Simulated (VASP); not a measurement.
Crystal: BN.

```
CELL_PARAMETERS angstrom
2.53600 0.00000 0.00000
-1.26800 2.19624 0.00000
0.00000 0.00000 4.19900
ATOMIC_POSITIONS crystal
B 0.66667 0.33333 0.00000
B 0.33333 0.66667 0.50000
N 0.66667 0.33333 0.37500
N 0.33333 0.66667 0.87500
```

Base run:

```yaml
Program: VASP 6.6.1
Functional: PBE
Potentials_or_basis: VASP PAW PBE potentials, release 64 (B, N)
Cutoff: 600 eV
k_mesh: 10 × 10 × 5
Occupations: gaussian, width 0.01 eV
Spin: no spin polarisation
```

Its results: band gap on the k mesh 5.40 eV, indirect (least direct gap 8.35 eV); pressure 8.0 GPa; largest force 0.058 eV/Å.

**Question.** The run is repeated on the same cell with these changes: k mesh from 10 × 10 × 5 to 5 × 5 × 3. What comes out?

**Answer.** Band gap on the k mesh 6.00 eV, indirect (least direct gap 8.43 eV); pressure 8.1 GPa; largest force 0.044 eV/Å.

Caveats: some runs use coarse meshes.

A k mesh can miss the band edges.
